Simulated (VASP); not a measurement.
# ZnPbF (Pmmn) in VASP: notebook

The runs below take ZnPbF through single point, relaxation of cell and atoms, with PBE.

Everything below comes from runs of VASP 6.6.1. Logs are shortened: lines on timing, memory, paths and dates and some standing lists are left out, and cuts for length are marked.

### 1 The cell of the first run

The structure is orthorhombic, space group Pmmn (No. 59). The conventional cell has a = 3.469 Å, b = 4.055 Å, c = 8.899 Å, α = 90.00°, β = 90.00°, γ = 90.00°. Zn (site symmetry mm2) has 4 F at 2.11 to 2.38 Å and 2 Pb at 2.90 Å within 3.0 Å. Pb (site symmetry mm2) has 2 Zn at 2.90 Å and 1 F at 3.33 Å and 6 Pb at 3.47 to 3.52 Å within 3.8 Å. Within 2.8 Å of F (site symmetry mm2) lie 4 Zn at 2.11 to 2.38 Å and 4 F at 2.67 Å.

The cell was built from a structure type or drawn by symmetry, and may not be a known phase.

### 2 Single point, PBE

INCAR

```
PREC     = Accurate       # precision mode
ENCUT    = 520            # plane-wave cutoff, eV
EDIFF    = 1E-6           # SCF threshold, eV
ISMEAR   = 0              # smearing method
SIGMA    = 0.1            # smearing width, eV
LREAL    = False          # projectors in reciprocal space
LASPH    = True           # aspherical terms in the spheres
NELM     = 60             # most SCF steps
ALGO     = Normal         # electronic algorithm
ISIF     = 2              # what is computed and relaxed
LWAVE    = False          # write WAVECAR
LCHARG   = False          # write CHGCAR
GGA      = PE             # functional
NBANDS   = 42             # bands
```

KPOINTS

```
regular mesh
0
Gamma
  6 4 2
```

POSCAR

```
ZnPbF
1.0
    3.4692075345      0.0000000000      0.0000000000
    0.0000000000      4.0546548722      0.0000000000
    0.0000000000      0.0000000000      8.8989513599
Zn Pb F
2 2 2
Direct
    0.0000000000      0.5000000000      0.1373808798
    0.5000000000      0.0000000000      0.8626191202
    0.0000000000      0.0000000000      0.3710077762
    0.5000000000      0.5000000000      0.6289922238
    0.0000000000      0.0000000000      0.9967092022
    0.5000000000      0.5000000000      0.0032907978
```

Potentials or basis: VASP PAW PBE potentials, release 64 (Zn, Pb_d, F).

Started as:

```sh
$ cat potpaw_PBE.64/Zn/POTCAR potpaw_PBE.64/Pb_d/POTCAR potpaw_PBE.64/F/POTCAR > POTCAR
$ mpirun -np 1 vasp_std > vasp.out
```

OUTCAR:

```text
PREC = Accurate
   ENCUT = 520
   EDIFF = 1E-6
   ISMEAR = 0
   LREAL = False
   LASPH = True
   NELM = 60
   ISIF = 2
   GGA = PE

 ion  position               nearest neighbor table
   1  0.000  0.500  0.137-   6 2.11   6 2.11   5 2.38   5 2.38   3 2.90   3 2.90
   2  0.500  0.000  0.863-   5 2.11   5 2.11   6 2.38   6 2.38   4 2.90   4 2.90
   3  0.000  0.000  0.371-   1 2.90   1 2.90   4 3.52   4 3.52   4 3.52   4 3.52
   4  0.500  0.500  0.629-   2 2.90   2 2.90   3 3.52   3 3.52   3 3.52   3 3.52
   5  0.000  0.000  0.997-   2 2.11   2 2.11   1 2.38   1 2.38
   6  0.500  0.500  0.003-   1 2.11   1 2.11   2 2.38   2 2.38

  LATTYP: Found a simple orthorhombic cell.
 ALAT       =     3.4692075345
 B/A-ratio  =     1.1687553517
 C/A-ratio  =     2.5651251104

  Lattice vectors:

 A1 = (   3.4692075345,   0.0000000000,   0.0000000000)
 A2 = (   0.0000000000,   4.0546548722,   0.0000000000)
 A3 = (   0.0000000000,   0.0000000000,   8.8989513599)

Analysis of symmetry for initial positions (statically):
=====================================================================
 Subroutine PRICEL returns:
 Original cell was already a primitive cell.

 Routine SETGRP: Setting up the symmetry group for a
 simple orthorhombic supercell.

 Subroutine GETGRP returns: Found  8 space group operations
 (whereof  4 operations were pure point group operations)
 out of a pool of  8 trial point group operations.

The static configuration has the point symmetry C_2v.
 The point group associated with its full space group is D_2h.

Analysis of symmetry for dynamics (positions and initial velocities):
=====================================================================
 Subroutine PRICEL returns:
 Original cell was already a primitive cell.

 Routine SETGRP: Setting up the symmetry group for a
 simple orthorhombic supercell.

 Subroutine GETGRP returns: Found  8 space group operations
 (whereof  4 operations were pure point group operations)
 out of a pool of  8 trial point group operations.

The dynamic configuration has the point symmetry C_2v.
 The point group associated with its full space group is D_2h.

 Subroutine INISYM returns: Found  8 space group operations
 (whereof  4 operations are pure point group operations),
 and found     1 'primitive' translations

----------------------------------------------------------------------------------------

                                     Primitive cell

  volume of cell :     125.1766

  direct lattice vectors                    reciprocal lattice vectors
     3.469207535  0.000000000  0.000000000     0.288250268  0.000000000  0.000000000
     0.000000000  4.054654872  0.000000000     0.000000000  0.246630116  0.000000000
     0.000000000  0.000000000  8.898951360     0.000000000  0.000000000  0.112372791

  length of vectors
     3.469207535  4.054654872  8.898951360     0.288250268  0.246630116  0.112372791

  position of ions in fractional coordinates (direct lattice)
     0.000000000  0.500000000  0.137380880
     0.500000000  0.000000000  0.862619120
     0.000000000  0.000000000  0.371007776
     0.500000000  0.500000000  0.628992224
     0.000000000  0.000000000  0.996709202
     0.500000000  0.500000000  0.003290798

  ion indices of the primitive-cell ions
   primitive index   ion index
                 1           1
                 2           2
                 3           3
                 4           4
                 5           5
                 6           6

----------------------------------------------------------------------------------------

 KPOINTS: regular mesh

Automatic generation of k-mesh.
 Grid dimensions read from file:
 generate k-points for:    6    4    2

 Generating k-lattice:

  Cartesian coordinates                     Fractional coordinates (reciprocal lattice)
     0.048041711  0.000000000  0.000000000     0.166666667  0.000000000  0.000000000
     0.000000000  0.061657529  0.000000000     0.000000000  0.250000000  0.000000000
     0.000000000  0.000000000  0.056186395     0.000000000  0.000000000  0.500000000

  Length of vectors
     0.048041711  0.061657529  0.056186395

  Shift w.r.t. Gamma in fractional coordinates (k-lattice)
     0.000000000  0.000000000  0.000000000

 Subroutine IBZKPT returns following result:
 ===========================================

 Found     24 irreducible k-points:

 Following reciprocal coordinates:
            Coordinates               Weight
  0.000000  0.000000  0.000000      1.000000
  0.166667  0.000000  0.000000      2.000000
  0.333333  0.000000  0.000000      2.000000
  0.500000  0.000000  0.000000      1.000000
  0.000000  0.250000  0.000000      2.000000
  0.166667  0.250000  0.000000      4.000000
[... 16 lines left out ...]
  0.333333  0.500000  0.500000      2.000000
  0.500000  0.500000  0.500000      1.000000
   k-points           NKPTS =     24   k-points in BZ     NKDIM =     24   number of bands    NBANDS=     42
   number of dos      NEDOS =    301   number of ions     NIONS =      6
   total plane-waves  NPLWV =  58800
   dimension x,y,z NGX =    28 NGY =   30 NGZ =   70
   dimension x,y,z NGXF=    56 NGYF=   60 NGZF=  140
   ions per type =               2   2   2
   NGX,Y,Z   is equivalent  to a cutoff of  13.42, 12.30, 13.08 a.u.
   NGXF,Y,Z  is equivalent  to a cutoff of  26.84, 24.60, 26.15 a.u.
 SYSTEM =  unknown system
   PREC   = accura    normal or accurate (medium, high low for compatibility)
   ISTART =      0    job   : 0-new  1-cont  2-samecut
   ICHARG =      2    charge: 1-file 2-atom 10-const
   ISPIN  =      1    spin polarized calculation?
   LNONCOLLINEAR =      F non collinear calculations
   LSORBIT =      F    spin-orbit coupling
   LASPH  =      T    aspherical Exc in radial PAW
   ENCUT  =  520.0 eV  38.22 Ry    6.18 a.u.   6.45  7.54 16.55*2*pi/ulx,y,z
   NELM   =     60;   NELMIN=  2; NELMDL= -5     # of ELM steps
   EDIFF  = 0.1E-05   stopping-criterion for ELM
   LREAL  =      F    real-space projection
[... 7 lines left out ...]
   TEBEG  =    0.0;   TEEND  =   0.0 temperature during run
   PSTRESS=    0.0 pullay stress
   NELECT =      66.0000    total number of electrons
   NUPDOWN=      -1.0000    fix difference up-down
   EMIN   =  10.00;   EMAX   =-10.00  energy-range for DOS
   EFERMI =   0.00;   METHOD = LEGACY
   ISMEAR =     0;   SIGMA  =   0.10  broadening in eV -4-tet -1-fermi 0-gaus
   EFERMI_NEDOS =   21; number of points for ismear=-14 and -15
   IALGO  =     38    algorithm
   IMIX   =      4    mixing-type and parameters
     AMIX     =   0.40;   BMIX     =  1.00
     AMIX_MAG =   1.60;   BMIX_MAG =  1.00
  volume/ion in A,a.u.               =      20.86       140.79
  Fermi-wavevector in a.u.,A,eV,Ry     =   1.322559  2.499275 23.798807  1.749163
  Thomas-Fermi vector in A             =   2.452231
   LORBIT       =      0    0 simple, 1 ext, 2 COOP (PROOUT), +10 PAW based schemes
   GGA     = PE    functional components
   LHFCALC =     F    Hartree Fock is set to
   AEXX    =    0.0000 exact exchange contribution
   IVDW    =     0    specifies the selected vdW correction
   LEPSILON=     F    determine dielectric tensor
   LRPA    =     F    only Hartree local field effects (RPA)
 non-spin polarized calculation
 Gauss-broadening in eV      SIGMA  =   0.10
  energy-cutoff  :      520.00
  volume of cell :      125.18
 maximum number of plane-waves:      3391
 NGX is ok and might be reduce to    28

 number of electron      65.9999993 magnetization

 Free energy of the ion-electron system (eV)
  ---------------------------------------------------
  ext. energy  EPLUGINS =         0.00000000
  ---------------------------------------------------
  free energy    TOTEN  =       -18.58884383 eV

  energy without entropy =      -18.57505725  energy(sigma->0) =      -18.58195054

 E-fermi :   3.9013     XC(G=0):  -9.7706

 val. band max:        3.8930664302   @ k =   0.3333   0.5000   0.0000
 cond. band min:       3.9153724861   @ k =   0.3333   0.5000   0.5000
 fundamental gap:      0.0223060560
 Fermi energy:         3.9013412690

 k-point     1 :       0.0000    0.0000    0.0000
  band No.  band energies     occupation
      1     -20.6247      2.00000
      2     -19.8701      2.00000
      3     -13.0537      2.00000
      4     -12.9732      2.00000
      5     -12.9315      2.00000
      6     -12.9013      2.00000
[... 34 lines left out ...]
     41      10.9650      0.00000
     42      11.5613      0.00000

 k-point     2 :       0.1667    0.0000    0.0000
  band No.  band energies     occupation
      1     -20.5655      2.00000
      2     -19.9104      2.00000
      3     -12.9868      2.00000
      4     -12.9275      2.00000
      5     -12.9141      2.00000
      6     -12.8949      2.00000
[... 34 lines left out ...]
     41      10.6613      0.00000
     42      11.1595      0.00000

 k-point     3 :       0.3333    0.0000    0.0000
  band No.  band energies     occupation
      1     -20.4091      2.00000
      2     -20.0292      2.00000
      3     -12.9329      2.00000
      4     -12.9277      2.00000
      5     -12.9043      2.00000
      6     -12.8788      2.00000
[... 34 lines left out ...]
     41      10.6435      0.00000
     42      10.6953      0.00000

 k-point     4 :       0.5000    0.0000    0.0000
  band No.  band energies     occupation
      1     -20.2095      2.00000
      2     -20.2095      2.00000
      3     -12.9313      2.00000
      4     -12.9313      2.00000
      5     -12.9265      2.00000
      6     -12.9265      2.00000
[... 844 lines left out ...]
     41      11.8309      0.00000
     42      11.8309      0.00000

 k-point    23 :       0.3333    0.5000    0.5000
  band No.  band energies     occupation
      1     -20.2091      2.00000
      2     -20.2091      2.00000
      3     -12.9660      2.00000
      4     -12.9660      2.00000
      5     -12.8970      2.00000
      6     -12.8970      2.00000
[... 34 lines left out ...]
     41      10.3700      0.00000
     42      10.3700      0.00000

 k-point    24 :       0.5000    0.5000    0.5000
  band No.  band energies     occupation
      1     -20.1947      2.00000
      2     -20.1947      2.00000
      3     -12.9860      2.00000
      4     -12.9860      2.00000
      5     -12.9185      2.00000
      6     -12.9185      2.00000
[... 34 lines left out ...]
     41      10.6696      0.00000
     42      10.6829      0.00000

------------------------ aborting loop because EDIFF is reached ----------------------------------------

  FORCE on cell =-STRESS in cart. coord.  units (eV):
  Direction    XX          YY          ZZ          XY          YZ          ZX
  --------------------------------------------------------------------------------------
  -------------------------------------------------------------------------------------
  Total        0.0091232      0.2039869      0.0747511      0.0000000      0.0000000      0.0000000
  in kB        0.1167705      2.6108978      0.9567654      0.0000000      0.0000000      0.0000000
  external PRESSURE =       1.2281445 kB  Pullay stress =       0.0000000 kB

 VOLUME and BASIS-vectors are now :
 -----------------------------------------------------------------------------
  energy-cutoff  :      520.00
  volume of cell :      125.18
      direct lattice vectors                 reciprocal lattice vectors
     3.469207535  0.000000000  0.000000000     0.288250268  0.000000000  0.000000000
     0.000000000  4.054654872  0.000000000     0.000000000  0.246630116  0.000000000
     0.000000000  0.000000000  8.898951360     0.000000000  0.000000000  0.112372791

 POSITION                                       TOTAL-FORCE (eV/Angst)
 -----------------------------------------------------------------------------------
      0.00000      2.02733      1.22255         0.000000      0.000000      0.077379
      1.73460      0.00000      7.67641         0.000000      0.000000     -0.077379
      0.00000      0.00000      3.30158         0.000000      0.000000      0.000316
      1.73460      2.02733      5.59737         0.000000      0.000000     -0.000316
      0.00000      0.00000      8.86967         0.000000      0.000000      0.023658
      1.73460      2.02733      0.02928         0.000000      0.000000     -0.023658
 -----------------------------------------------------------------------------------
    total drift:                                0.000000      0.000000      0.000000

  FREE ENERGIE OF THE ION-ELECTRON SYSTEM (eV)
  ---------------------------------------------------
  free  energy   TOTEN  =       -18.5888438324 eV

  energy  without entropy=      -18.5750572537  energy(sigma->0) =      -18.58195054
```

Run time: 74 s. Hardware: 1 thread of Intel Xeon 6975P-C (Granite Rapids), shared host; peak memory 0.28 GiB.

What came out:

| Quantity | Value |
| --- | --- |
| Free energy | -18.5888 eV |
| Pressure | 0.1 GPa |
| Largest force | 0.077 eV/Å |
| Band gap on the k mesh | zero (bands 33 and 34 overlap by 1.73 eV) |

Forces in eV/Å, atoms in the order of the input:
```
Zn   0.000  0.000  0.077
Zn   0.000  0.000 -0.077
Pb   0.000  0.000  0.000
Pb   0.000  0.000  0.000
F    0.000  0.000  0.024
F    0.000  0.000 -0.024
```

Levels at points of the mesh, in eV from the Fermi level:
```tsv
k point	band 30	band 31	band 32	band 33	band 34	band 35	band 36	band 37
(0.00, 0.00, 0.00)	-4.30	-3.29	0.09	0.70	2.04	2.73	3.75	4.53
(0.50, 0.00, 0.00)	-5.00	-2.41	-2.41	0.31	0.31	3.16	3.16	4.09
(0.00, 0.50, 0.00)	-4.72	-2.92	-2.92	-0.37	-0.37	3.75	3.75	5.66
(0.50, 0.50, 0.00)	-4.12	-2.44	-2.44	-0.66	-0.66	0.97	0.97	3.16
(0.00, 0.00, 0.50)	-4.30	-1.91	-1.49	0.61	3.00	3.08	3.23	3.69
(0.50, 0.00, 0.50)	-5.00	-2.56	-2.56	0.55	0.55	3.16	3.16	3.68
(0.00, 0.50, 0.50)	-4.72	-3.26	-3.26	0.21	0.21	2.80	2.80	5.65
(0.50, 0.50, 0.50)	-4.12	-2.50	-2.50	-0.52	-0.52	0.71	0.71	3.56
```

Caveat: the k points lie up to 0.39 Å⁻¹ apart, too coarse for converged energies and pressures of a metal; spin-orbit coupling is left out, which moves the levels of the heavy elements.

### 3 Relaxation of cell and atoms, PBE

This run uses another cell than the first one, of the same volume but with other edges.

INCAR

```
  ALGO = Normal
  EDIFF = 1E-6
  EDIFFG = -0.04
  ENCUT = 600
  GGA = PE
  IBRION = 2
  ISIF = 3
  ISMEAR = 0
  LASPH = True
  LCHARG = False
  LREAL = False
  LWAVE = False
  NELM = 60
  NSW = 90
  PREC = Accurate
  SIGMA = 0.1
```

KPOINTS

```
k-points
0
Gamma
  6 4 2
```

POSCAR

```
ZnPbF
1.0
    3.7231505304      0.0000000000      0.0000000000
    0.0000000000      3.8081594327      0.0000000000
    0.0000000000      0.0000000000      8.8228478580
Zn Pb F
2 2 2
Direct
    0.0000000000      0.5000000000      0.1353102426
    0.5000000000      0.0000000000      0.8646897574
    0.0000000000      0.0000000000      0.3848469224
    0.5000000000      0.5000000000      0.6151530776
    0.0000000000      0.0000000000      0.9854571076
    0.5000000000      0.5000000000      0.0145428924
```

Potentials or basis: VASP PAW PBE potentials, release 64 (Zn, Pb_d, F).

Started as:

```sh
$ cat potpaw_PBE.64/Zn/POTCAR potpaw_PBE.64/Pb_d/POTCAR potpaw_PBE.64/F/POTCAR > POTCAR
$ mpirun -np 1 vasp_std > vasp.out
```

Run time: 12 min. Hardware: 1 thread of Intel Xeon 6975P-C (Granite Rapids), shared host; peak memory 0.33 GiB.

The run converged. Its results:

- Free energy: -18.5936 eV
- Relaxed volume: 20.92 Å³/atom
- Relaxed cell: a = 3.457 Å, b = 4.082 Å, c = 8.894 Å, α = 90.00°, β = 90.00°, γ = 90.00°
- Space group after relaxing (to 0.1 Å): Pmmn (No. 59)
- Energy gained by relaxing: 30.7 meV/atom
- Ionic steps: 16
- Pressure after relaxing: -0.1 GPa
- Largest force after relaxing: 0.024 eV/Å
- Band gap on the k mesh: zero (bands 33 and 34 overlap by 1.66 eV)

Forces in eV/Å, atoms in the order of the input:
```
Zn   0.000  0.000  0.002
Zn   0.000  0.000 -0.002
Pb   0.000  0.000  0.024
Pb   0.000  0.000 -0.024
F    0.000  0.000  0.022
F    0.000  0.000 -0.022
```

The path:
```tsv
step	energy change (eV)	largest force (eV/Å)	pressure (GPa)	volume (Å³)
1	0.0000	0.2794	0.71	125.09
2	-0.0483	0.3648	0.04	126.76
3	-0.1077	0.2407	-1.74	131.64
4	-0.1332	0.1737	-1.29	130.34
5	-0.1481	0.2223	-0.65	128.64
6	-0.1486	0.2410	-0.57	128.33
7	-0.1632	0.1497	-0.29	127.19
8	-0.1736	0.0954	0.11	125.56
9	-0.1742	0.0831	0.17	125.11
10	-0.1769	0.0689	0.06	125.34
11	-0.1792	0.0712	-0.13	125.69
12	-0.1794	0.0804	-0.18	125.82
13	-0.1810	0.0565	0.02	125.32
14	-0.1811	0.0626	0.11	125.15
15	-0.1825	0.0502	0.03	125.26
16	-0.1840	0.0240	-0.09	125.49
```

Final structure:
```
CELL_PARAMETERS angstrom
3.45680 0.00000 0.00000
0.00000 4.08181 0.00000
0.00000 0.00000 8.89370
ATOMIC_POSITIONS crystal
Zn 0.00000 0.50000 0.13891
Zn 0.50000 0.00000 0.86109
Pb 0.00000 0.00000 0.37046
Pb 0.50000 0.50000 0.62954
F 0.00000 0.00000 0.99570
F 0.50000 0.50000 0.00430
```

Levels at points of the mesh, in eV from the Fermi level:
```
           k point  band 31  band 32  band 33  band 34  band 35  band 36
(0.00, 0.00, 0.00)    -3.25     0.06     0.62     2.06     2.62     3.85
(0.50, 0.00, 0.00)    -2.39    -2.39     0.33     0.33     3.09     3.09
(0.00, 0.50, 0.00)    -2.92    -2.92    -0.38    -0.38     3.75     3.75
(0.50, 0.50, 0.00)    -2.43    -2.43    -0.68    -0.68     0.98     0.98
(0.00, 0.00, 0.50)    -1.88    -1.48     0.52     2.89     3.02     3.22
(0.50, 0.00, 0.50)    -2.54    -2.54     0.56     0.56     3.08     3.08
(0.00, 0.50, 0.50)    -3.26    -3.26     0.21     0.21     2.81     2.81
(0.50, 0.50, 0.50)    -2.49    -2.49    -0.53    -0.53     0.72     0.72
```

Caveat: the k points lie up to 0.38 Å⁻¹ apart in the final cell, too coarse for converged energies and pressures of a metal; spin-orbit coupling is left out, which moves the levels of the heavy elements.

(Part 1 of 2 ends here.)
